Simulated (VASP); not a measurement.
Sb:

```
Sb
1.0
     3.09248    0.00000    0.00000
     0.00000    3.09248    0.00000
     0.00000    0.00000    3.18278
Sb
1
Direct
  0.50000 0.50000 0.00000
```

The cell was built from a structure type or drawn by symmetry, and may not be a known phase.

```yaml
Program: VASP 6.6.1
Task: relaxation of cell and atoms
Functional: PBE
Potentials_or_basis: VASP PAW PBE potentials, release 64 (Sb)
Cutoff: 600 eV
k_mesh: 18 × 18 × 18
Occupations: gaussian, width 0.1 eV
Spin: no spin polarisation
```

At the start: pressure -0.7 GPa; volume 30.44 Å³/atom.

**Question.** How do energy, volume and symmetry change on relaxing?

**Answer.** Over 5 steps the energy falls by 6.5 meV/atom and the volume is 30.05 Å³/atom (-1.3 %); space group Pm-3m (No. 221, to 0.1 Å) before and after.

The path:
```
step  energy change (eV)  largest force (eV/Å)  pressure (GPa)  volume (Å³)
   1              0.0000                0.0000           -0.66        30.44
   2             -0.0063                0.0000            0.33        29.88
   3             -0.0063                0.0000            0.27        29.91
   4             -0.0065                0.0000           -0.10        30.11
   5             -0.0065                0.0000            0.00        30.05
```

Final structure:
```
Sb
1.0
     3.10891    0.00000    0.00000
     0.00000    3.10891    0.00000
     0.00000    0.00000    3.10896
Sb
1
Direct
  0.50000 0.50000 0.00000
```
